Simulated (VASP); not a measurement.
A run of VASP 6.6.1 is set up as follows.

The input INCAR:

```
PREC = Accurate
ENCUT = 520
EDIFF = 1E-8
ISMEAR = -1
SIGMA = 0.03
LREAL = False
LASPH = True
NELM = 60
ALGO = Normal
ISIF = 2
LWAVE = False
LCHARG = False
GGA = PS
LEFG = True
NBANDS = 28
```

Contents of KPOINTS:

```
regular mesh
0
Gamma
  7 7 7
```

File POSCAR:

```
BaTiO3
1.0
    3.9998000000      0.0000000000      0.0000000000
    0.0000000000      3.9998000000      0.0000000000
    0.0000000000      0.0000000000      3.9376400000
Ba Ti O
1 1 3
Direct
    0.0000000000      0.0000000000      0.0000000000
    0.5000000000      0.5000000000      0.5000000000
    0.5000000000      0.5000000000      0.0000000000
    0.5000000000      0.0000000000      0.5000000000
    0.0000000000      0.5000000000      0.5000000000
```

Potentials or basis: VASP PAW PBE potentials, release 64 (Ba_sv, Ti_sv, O).

Launch:

```console
$ cat potpaw_PBE.64/Ba_sv/POTCAR potpaw_PBE.64/Ti_sv/POTCAR potpaw_PBE.64/O/POTCAR > POTCAR
$ mpirun -np 1 vasp_std > vasp.out
```

Task: Predict the pressure.

Result: 0.8 GPa.

Task: Predict the band gap on the k mesh.

Result: 1.77 eV (least direct gap 1.83 eV).

Electric field gradients, principal values (V/Å²):
```tsv
atom	least	middle	greatest (by size)
1 Ba	0.987	0.987	-1.974
2 Ti	7.181	7.181	-14.362
3 O	-8.103	-8.103	16.207
4 O	-9.312	-14.422	23.734
5 O	-9.312	-14.422	23.734
```

Caveat: the cell differs from its parent crystal (zz strain of -2 %); without QUAD_EFG the Cq values of the log hold for a quadrupole moment of 1 mb, not for the nuclei; the PAW data sets were made with another functional, which shifts forces and pressure a little; spin-orbit coupling is left out, which moves the levels of the heavy elements; an odd mesh through Γ misses points on the zone boundary, where band edges can lie.
